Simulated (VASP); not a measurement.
# CeO2 (Fm-3m) in VASP: further runs

Runs on CeO2. Level: r2SCAN. Tasks: single point.

All numbers are computed with VASP 6.6.1; they aren't measurements. Logs are shortened: lines on timing, memory, paths and dates and some standing lists are left out, and cuts for length are marked.

## Step 1: The cell of the first run

Symmetry: Fm-3m, No. 225, cubic system. The conventional cell has a = 5.437 Å, b = 5.437 Å, c = 5.437 Å, α = 90.00°, β = 90.00°, γ = 90.00°. Within 3.1 Å of Ce (site symmetry m-3m) lie 8 O at 2.35 Å. Within 3.1 Å of O (site symmetry -43m) lie 4 Ce at 2.35 Å and 6 O at 2.72 Å.

## Step 2: Single point, r2SCAN

The input, POSCAR:

```
CeO2
1.0
    0.0000000000      2.7186832862      2.7186832862
    2.7186832862      0.0000000000      2.7186832862
    2.7186832862      2.7186832862      0.0000000000
Ce O
1 2
Direct
    0.0000000000      0.0000000000      0.0000000000
    0.2500000000      0.2500000000      0.2500000000
    0.7500000000      0.7500000000      0.7500000000
```

The input, INCAR.step1:

```
ALGO = Normal
EDIFF = 1E-4
ENCUT = 520
GGA = PE
ISMEAR = 0
LASPH = T
LCHARG = F
LREAL = F
LWAVE = T
NBANDS = 19
NELM = 100
PREC = Accurate
SIGMA = 0.05
```

The input, INCAR.step2:

```
ALGO = Normal
EDIFF = 1E-7
ENCUT = 520
ISIF = 2
ISMEAR = 0
ISTART = 1
LASPH = T
LCHARG = T
LELF = T
LMIXTAU = T
LREAL = F
LVHAR = T
LWAVE = F
METAGGA = R2SCAN
NBANDS = 19
NELM = 100
PREC = Accurate
SIGMA = 0.05
```

The input, KPOINTS:

```
k-points
0
Gamma
  8 8 8
```

Potentials or basis: VASP PAW PBE potentials, release 64 (Ce, O).

Command:

```
$ cat potpaw_PBE.64/Ce/POTCAR potpaw_PBE.64/O/POTCAR > POTCAR
$ cp INCAR.step1 INCAR
$ mpirun -np 1 vasp_std > vasp.out
$ cp INCAR.step2 INCAR
$ mpirun -np 1 vasp_std > vasp.out
```

OUTCAR:

```text
EDIFF = 1E-7
   ENCUT = 520
   ISIF = 2
   ISMEAR = 0
   ISTART = 1
   LASPH = T
   LREAL = F
   METAGGA = R2SCAN
   NELM = 100
   PREC = Accurate

 ion  position               nearest neighbor table
   1  0.000  0.000  0.000-   3 2.35   3 2.35   3 2.35   2 2.35   2 2.35   2 2.35   3 2.35   2 2.35

   2  0.250  0.250  0.250-   1 2.35   1 2.35   1 2.35   1 2.35
   3  0.750  0.750  0.750-   1 2.35   1 2.35   1 2.35   1 2.35

  LATTYP: Found a face centered cubic cell.
 ALAT       =     5.4373665724

  Lattice vectors:

 A1 = (   0.0000000000,   2.7186832862,   2.7186832862)
 A2 = (   2.7186832862,   0.0000000000,   2.7186832862)
 A3 = (   2.7186832862,   2.7186832862,   0.0000000000)

Analysis of symmetry for initial positions (statically):
=====================================================================
 Subroutine PRICEL returns:
 Original cell was already a primitive cell.

 Routine SETGRP: Setting up the symmetry group for a
 face centered cubic supercell.

 Subroutine GETGRP returns: Found 48 space group operations
 (whereof 48 operations were pure point group operations)
 out of a pool of 48 trial point group operations.

The static configuration has the point symmetry O_h .

Analysis of symmetry for dynamics (positions and initial velocities):
=====================================================================
 Subroutine PRICEL returns:
 Original cell was already a primitive cell.

 Routine SETGRP: Setting up the symmetry group for a
 face centered cubic supercell.

 Subroutine GETGRP returns: Found 48 space group operations
 (whereof 48 operations were pure point group operations)
 out of a pool of 48 trial point group operations.

The dynamic configuration has the point symmetry O_h .

 Subroutine INISYM returns: Found 48 space group operations
 (whereof 48 operations are pure point group operations),
 and found     1 'primitive' translations

----------------------------------------------------------------------------------------

                                     Primitive cell

  volume of cell :      40.1889

  direct lattice vectors                    reciprocal lattice vectors
     0.000000000  2.718683286  2.718683286    -0.183912559  0.183912559  0.183912559
     2.718683286  0.000000000  2.718683286     0.183912559 -0.183912559  0.183912559
     2.718683286  2.718683286  0.000000000     0.183912559  0.183912559 -0.183912559

  length of vectors
     3.844798775  3.844798775  3.844798775     0.318545896  0.318545896  0.318545896

  position of ions in fractional coordinates (direct lattice)
     0.000000000  0.000000000  0.000000000
     0.250000000  0.250000000  0.250000000
     0.750000000  0.750000000  0.750000000

  ion indices of the primitive-cell ions
   primitive index   ion index
                 1           1
                 2           2
                 3           3

----------------------------------------------------------------------------------------

 KPOINTS: k-points

Automatic generation of k-mesh.
 Grid dimensions read from file:
 generate k-points for:    8    8    8

 Generating k-lattice:

  Cartesian coordinates                     Fractional coordinates (reciprocal lattice)
    -0.022989070  0.022989070  0.022989070     0.125000000  0.000000000  0.000000000
     0.022989070 -0.022989070  0.022989070     0.000000000  0.125000000  0.000000000
     0.022989070  0.022989070 -0.022989070     0.000000000  0.000000000  0.125000000

  Length of vectors
     0.039818237  0.039818237  0.039818237

  Shift w.r.t. Gamma in fractional coordinates (k-lattice)
     0.000000000  0.000000000  0.000000000

 Subroutine IBZKPT returns following result:
 ===========================================

 Found     29 irreducible k-points:

 Following reciprocal coordinates:
            Coordinates               Weight
  0.000000  0.000000  0.000000      1.000000
  0.125000  0.000000  0.000000      8.000000
  0.250000  0.000000  0.000000      8.000000
  0.375000  0.000000  0.000000      8.000000
  0.500000  0.000000  0.000000      4.000000
  0.125000  0.125000  0.000000      6.000000
[... 16 lines left out ...]
  0.500000  0.250000  0.125000     48.000000
 -0.375000  0.250000  0.125000     24.000000
 [... further k-points ...]
   k-points           NKPTS =     29   k-points in BZ     NKDIM =     29   number of bands    NBANDS=     19
   number of dos      NEDOS =    301   number of ions     NIONS =      3
   total plane-waves  NPLWV =  27000
   dimension x,y,z NGX =    30 NGY =   30 NGZ =   30
   dimension x,y,z NGXF=    60 NGYF=   60 NGZF=   60
   ions per type =               1   2
   NGX,Y,Z   is equivalent  to a cutoff of  12.97, 12.97, 12.97 a.u.
   NGXF,Y,Z  is equivalent  to a cutoff of  25.94, 25.94, 25.94 a.u.
 SYSTEM =  unknown system
   PREC   = accura    normal or accurate (medium, high low for compatibility)
   ISTART =      1    job   : 0-new  1-cont  2-samecut
   ICHARG =      0    charge: 1-file 2-atom 10-const
   ISPIN  =      1    spin polarized calculation?
   LNONCOLLINEAR =      F non collinear calculations
   LSORBIT =      F    spin-orbit coupling
   LASPH  =      T    aspherical Exc in radial PAW
   ENCUT  =  520.0 eV  38.22 Ry    6.18 a.u.   7.15  7.15  7.15*2*pi/ulx,y,z
   NELM   =    100;   NELMIN=  2; NELMDL=  0     # of ELM steps
   EDIFF  = 0.1E-06   stopping-criterion for ELM
   LREAL  =      F    real-space projection
   EDIFFG = 0.1E-05   stopping-criterion for IOM
   NSW    =      0    number of steps for IOM
   IBRION =     -1    ionic relax: 0-MD 1-quasi-New 2-CG
   NFREE  =      0    steps in history (QN), initial steepest desc. (CG)
   ISIF   =      2    stress and relaxation
   ISYM   =      2    0-nonsym 1-usesym 2-fastsym
   POTIM  = 0.5000    time-step for ionic-motion
   TEBEG  =    0.0;   TEEND  =   0.0 temperature during run
   PSTRESS=    0.0 pullay stress
   NELECT =      24.0000    total number of electrons
   NUPDOWN=      -1.0000    fix difference up-down
   EMIN   =  10.00;   EMAX   =-10.00  energy-range for DOS
   EFERMI =   0.00;   METHOD = LEGACY
   ISMEAR =     0;   SIGMA  =   0.05  broadening in eV -4-tet -1-fermi 0-gaus
   EFERMI_NEDOS =   21; number of points for ismear=-14 and -15
   IALGO  =     38    algorithm
   IMIX   =      4    mixing-type and parameters
     AMIX     =   0.40;   BMIX     =  1.00
     AMIX_MAG =   1.60;   BMIX_MAG =  1.00
  volume/ion in A,a.u.               =      13.40        90.40
  Fermi-wavevector in a.u.,A,eV,Ry     =   1.378616  2.605206 25.858987  1.900582
  Thomas-Fermi vector in A             =   2.503661
   LORBIT       =      0    0 simple, 1 ext, 2 COOP (PROOUT), +10 PAW based schemes
   METAGGA = R2SCAN    functional components
   LHFCALC =     F    Hartree Fock is set to
   AEXX    =    0.0000 exact exchange contribution
   IVDW    =     0    specifies the selected vdW correction
   LEPSILON=     F    determine dielectric tensor
   LRPA    =     F    only Hartree local field effects (RPA)
 non-spin polarized calculation
 Gauss-broadening in eV      SIGMA  =   0.05
  energy-cutoff  :      520.00
  volume of cell :       40.19
 maximum number of plane-waves:      1106
 NGX is ok and might be reduce to    30
   NGX = 15   NGY = 15   NGZ = 15

 number of electron      23.9999991 magnetization

 Free energy of the ion-electron system (eV)
  ---------------------------------------------------
  ext. energy  EPLUGINS =         0.00000000
  ---------------------------------------------------
  free energy    TOTEN  =       -54.03238596 eV

  energy without entropy =      -54.03238596  energy(sigma->0) =      -54.03238596

 E-fermi :   5.1910     XC(G=0): -11.9736

 val. band max:        4.9286119666   @ k =  -0.2500   0.2500   0.0000
 cond. band min:       7.0916935479   @ k =   0.5000   0.0000   0.0000
 fundamental gap:      2.1630815813
 Fermi energy:         5.1910341947

 k-point     1 :       0.0000    0.0000    0.0000
  band No.  band energies     occupation
      1     -28.6473      2.00000
      2     -12.3386      2.00000
      3     -11.4415      2.00000
      4     -10.2894      2.00000
      5     -10.2894      2.00000
      6     -10.2894      2.00000
[... 11 lines left out ...]
     18       8.0650      0.00000
     19       8.0650      0.00000

 k-point     2 :       0.1250    0.0000    0.0000
  band No.  band energies     occupation
      1     -28.6177      2.00000
      2     -12.8111      2.00000
      3     -11.5553      2.00000
      4     -10.3246      2.00000
      5     -10.3246      2.00000
      6      -9.7971      2.00000
[... 11 lines left out ...]
     18       7.9793      0.00000
     19       7.9793      0.00000

 k-point     3 :       0.2500    0.0000    0.0000
  band No.  band energies     occupation
      1     -28.5449      2.00000
      2     -13.5728      2.00000
      3     -11.8472      2.00000
      4     -10.4076      2.00000
      5     -10.4076      2.00000
      6      -8.9350      2.00000
[... 11 lines left out ...]
     18       7.8915      0.00000
     19       7.8915      0.00000

 k-point     4 :       0.3750    0.0000    0.0000
  band No.  band energies     occupation
      1     -28.4699      2.00000
      2     -14.1461      2.00000
      3     -12.1130      2.00000
      4     -10.4877      2.00000
      5     -10.4877      2.00000
      6      -8.2412      2.00000
[... 11 lines left out ...]
     18       7.9154      0.00000
     19       7.9154      0.00000

 k-point     5 :       0.5000    0.0000    0.0000
  band No.  band energies     occupation
      1     -28.4379      2.00000
      2     -14.3559      2.00000
      3     -12.2151      2.00000
      4     -10.5200      2.00000
      5     -10.5200      2.00000
      6      -7.9772      2.00000
[... 11 lines left out ...]
     18       7.9494      0.00000
     19       7.9836      0.00000
[... 334 lines left out ...]
      2     -14.7041      2.00000
      3     -12.1725      2.00000
      4     -10.8615      2.00000
      5     -10.8615      2.00000
      6      -7.2796      2.00000
[... 11 lines left out ...]
     18       7.7932      0.00000
     19       8.3429      0.00000

 k-point    22 :       0.3750    0.2500    0.1250
  band No.  band energies     occupation
      1     -28.4895      2.00000
      2     -13.8652      2.00000
      3     -12.4049      2.00000
      4     -10.5303      2.00000
      5     -10.0098      2.00000
      6      -8.6232      2.00000
[... 11 lines left out ...]
     18       7.7270      0.00000
     19       7.8657      0.00000

 k-point    23 :       0.5000    0.2500    0.1250
  band No.  band energies     occupation
      1     -28.4286      2.00000
      2     -14.0866      2.00000
      3     -13.0055      2.00000
      4     -10.6216      2.00000
      5      -9.5581      2.00000
      6      -8.4104      2.00000
[... 11 lines left out ...]
     18       7.7421      0.00000
     19       8.0100      0.00000

 k-point    24 :      -0.3750    0.2500    0.1250
  band No.  band energies     occupation
      1     -28.4031      2.00000
      2     -14.1428      2.00000
      3     -13.2595      2.00000
      4     -10.6620      2.00000
      5      -9.3712      2.00000
      6      -8.3428      2.00000
[... 11 lines left out ...]
     18       7.7439      0.00000
     19       8.0993      0.00000

 [... further k-points ...]
[... 5 lines left out ...]
  --------------------------------------------------------------------------------------
  -------------------------------------------------------------------------------------
  Total       -0.0620618     -0.0620618     -0.0620618     -0.0000000      0.0000000     -0.0000000
  in kB       -2.4741665     -2.4741665     -2.4741665     -0.0000000      0.0000000     -0.0000000
  external PRESSURE =      -2.4741665 kB  Pullay stress =       0.0000000 kB

 VOLUME and BASIS-vectors are now :
 -----------------------------------------------------------------------------
  energy-cutoff  :      520.00
  volume of cell :       40.19
      direct lattice vectors                 reciprocal lattice vectors
     0.000000000  2.718683286  2.718683286    -0.183912559  0.183912559  0.183912559
     2.718683286  0.000000000  2.718683286     0.183912559 -0.183912559  0.183912559
     2.718683286  2.718683286  0.000000000     0.183912559  0.183912559 -0.183912559

 POSITION                                       TOTAL-FORCE (eV/Angst)
 -----------------------------------------------------------------------------------
      0.00000      0.00000      0.00000         0.000000      0.000000     -0.000000
      1.35934      1.35934      1.35934         0.000000     -0.000000      0.000000
      4.07802      4.07802      4.07802        -0.000000     -0.000000     -0.000000
 -----------------------------------------------------------------------------------
    total drift:                                0.000000     -0.000000      0.000000

  FREE ENERGIE OF THE ION-ELECTRON SYSTEM (eV)
  ---------------------------------------------------
  free  energy   TOTEN  =       -54.0323859590 eV

  energy  without entropy=      -54.0323859590  energy(sigma->0) =      -54.03238596
```

Wall time 4.4 min (1 thread of Intel Xeon Platinum 8375C at 2.90GHz (Ice Lake), shared host); peak memory 0.19 GiB.

Results:

| Property | Result |
| --- | --- |
| Free energy | -54.0324 eV |
| Pressure | -0.2 GPa |
| Band gap on the k mesh | 2.16 eV (least direct gap 2.29 eV) |

Caveat: the PAW data sets were made with another functional, which shifts forces and pressure a little; spin-orbit coupling is left out, which moves the levels of the heavy elements. Spin polarisation is off, so any magnetic state and its effect on volume and gap are missing.

## Step 3: Single point, r2SCAN (13.66 Å³/atom)

This run uses another cell than the first one, of 13.66 Å³/atom.

The input, POSCAR:

```
CeO2
1.0
    0.0000000000      2.7366883360      2.7366883360
    2.7366883360      0.0000000000      2.7366883360
    2.7366883360      2.7366883360      0.0000000000
Ce O
1 2
Direct
    0.0000000000      0.0000000000      0.0000000000
    0.2500000000      0.2500000000      0.2500000000
    0.7500000000      0.7500000000      0.7500000000
```

The input, INCAR.step1:

```
SYSTEM = CeO2
PREC = Accurate
ENCUT = 520
ISMEAR = 0
SIGMA = 0.05
LREAL = .False.
LASPH = .True.
NELM = 80
NBANDS = 19
GGA = PE
ALGO = Normal
EDIFF = 1E-4
LWAVE = .True.
LCHARG = .False.
```

The input, INCAR.step2:

```
SYSTEM = CeO2
PREC = Accurate
ENCUT = 520
EDIFF = 1E-6
ISMEAR = 0
SIGMA = 0.05
LREAL = .False.
LASPH = .True.
NELM = 80
ALGO = Normal
ISIF = 2
LWAVE = .False.
LCHARG = .True.
METAGGA = R2SCAN
LMIXTAU = .True.
LELF = .True.
LVHAR = .True.
NBANDS = 19
ISTART = 1
```

The input, KPOINTS:

```
Automatic mesh
0
Gamma
  8 8 8
  0 0 0
```

Potentials or basis: VASP PAW PBE potentials, release 64 (Ce, O).

Command:

```
$ cat potpaw_PBE.64/Ce/POTCAR potpaw_PBE.64/O/POTCAR > POTCAR
$ cp INCAR.step1 INCAR
$ mpirun -np 1 vasp_std > vasp.out
$ cp INCAR.step2 INCAR
$ mpirun -np 1 vasp_std > vasp.out
```

Run time: 3.5 min. Hardware: 1 thread of Intel Xeon Platinum 8375C at 2.90GHz (Ice Lake), shared host; peak memory 0.19 GiB.

Results (log left out):

```
Free energy            : -54.0240 eV
Pressure               : -3.9 GPa
Band gap on the k mesh : 2.10 eV (least direct gap 2.22 eV)
```

Levels at points of the mesh, in eV from the valence-band top:
| k point | band 10 | band 11 | band 12 | band 13 | band 14 | band 15 |
| --- | --- | --- | --- | --- | --- | --- |
| (0.00, 0.00, 0.00) | -0.57 | -0.57 | -0.57 | 2.49 | 2.49 | 2.49 |
| (0.50, 0.00, 0.00) | -1.17 | -0.77 | -0.77 | 2.10 | 2.32 | 2.32 |
| (0.50, 0.50, 0.00) | -0.75 | -0.75 | -0.57 | 2.23 | 2.24 | 2.24 |

Caveat: the cell stands under tension; the PAW data sets were made with another functional, which shifts forces and pressure a little; spin-orbit coupling is left out, which moves the levels of the heavy elements. A k mesh can miss the band edges.

## Step 4: Single point, r2SCAN (13.93 Å³/atom)

This run uses another cell than the first one, of 13.93 Å³/atom.

The input, POSCAR:

```
CeO2
1.0
    0.0000000000      2.7544595374      2.7544595374
    2.7544595374      0.0000000000      2.7544595374
    2.7544595374      2.7544595374      0.0000000000
Ce O
1 2
Direct
    0.0000000000      0.0000000000      0.0000000000
    0.2500000000      0.2500000000      0.2500000000
    0.7500000000      0.7500000000      0.7500000000
```

The input, INCAR.step1:

```
SYSTEM = CeO2
PREC = Accurate ; ENCUT = 520
ISMEAR = 0 ; SIGMA = 0.05
LREAL = .FALSE. ; LASPH = .TRUE.
NELM = 60 ; NBANDS = 19
GGA = PE ; ALGO = Normal
EDIFF = 1E-4 ; LWAVE = .TRUE.
LCHARG = .FALSE.
```

The input, INCAR.step2:

```
SYSTEM = CeO2
PREC = Accurate ; ENCUT = 520
EDIFF = 1E-7 ; ISMEAR = 0
SIGMA = 0.05 ; LREAL = .FALSE.
LASPH = .TRUE. ; NELM = 60
ALGO = Normal ; ISIF = 2
LWAVE = .FALSE. ; LCHARG = .TRUE.
METAGGA = R2SCAN ; LMIXTAU = .TRUE.
LELF = .TRUE. ; LVHAR = .TRUE.
NBANDS = 19 ; ISTART = 1
```

The input, KPOINTS:

```
Automatic mesh
0
G
  8 8 8
  0 0 0
```

Command:

```
$ cat potpaw_PBE.64/Ce/POTCAR potpaw_PBE.64/O/POTCAR > POTCAR
$ cp INCAR.step1 INCAR
$ mpirun -np 1 vasp_std > vasp.out
$ cp INCAR.step2 INCAR
$ mpirun -np 1 vasp_std > vasp.out
```

Run time: 4.3 min. Hardware: 1 thread of Intel Xeon Platinum 8375C at 2.90GHz (Ice Lake), shared host; peak memory 0.19 GiB.

It converged, with:

| Item | Value |
| --- | --- |
| Free energy | -53.9984 eV |
| Pressure | -7.1 GPa |
| Band gap on the k mesh | 2.03 eV (least direct gap 2.15 eV) |

Levels at points of the mesh, in eV from the valence-band top:
```csv
k point,band 10,band 11,band 12,band 13,band 14,band 15
"(0.00, 0.00, 0.00)",-0.54,-0.54,-0.54,2.42,2.42,2.42
"(0.50, 0.00, 0.00)",-1.15,-0.76,-0.76,2.03,2.24,2.24
"(0.50, 0.50, 0.00)",-0.71,-0.71,-0.54,2.17,2.17,2.17
```

Caveat: the cell stands under tension; the PAW data sets were made with another functional, which shifts forces and pressure a little; spin-orbit coupling is left out, which moves the levels of the heavy elements.

## Step 5: The runs side by side

| cell | gap on the mesh (eV) | pressure (GPa) |
| --- | --- | --- |
| a = 3.845 Å, angles 60.0°, 3 atoms | 2.16 | -0.2 |
| a = 3.870 Å, angles 60.0°, 3 atoms | 2.10 | -3.9 |
| a = 3.895 Å, angles 60.0°, 3 atoms | 2.03 | -7.1 |

Alike in all rows: task single point; level r2SCAN; potentials or basis VASP PAW PBE potentials, release 64 (Ce, O); no spin polarisation; k mesh 8 × 8 × 8; cutoff (eV) 520; smearing gaussian 0.05 eV.

Caveats: the PAW data sets were made with another functional, which shifts forces and pressure a little; spin-orbit coupling is left out, which moves the levels of the heavy elements; the cell stands under tension (at least some runs).

Total energies depend on the potentials used, so only differences within one code and one set of settings carry meaning.
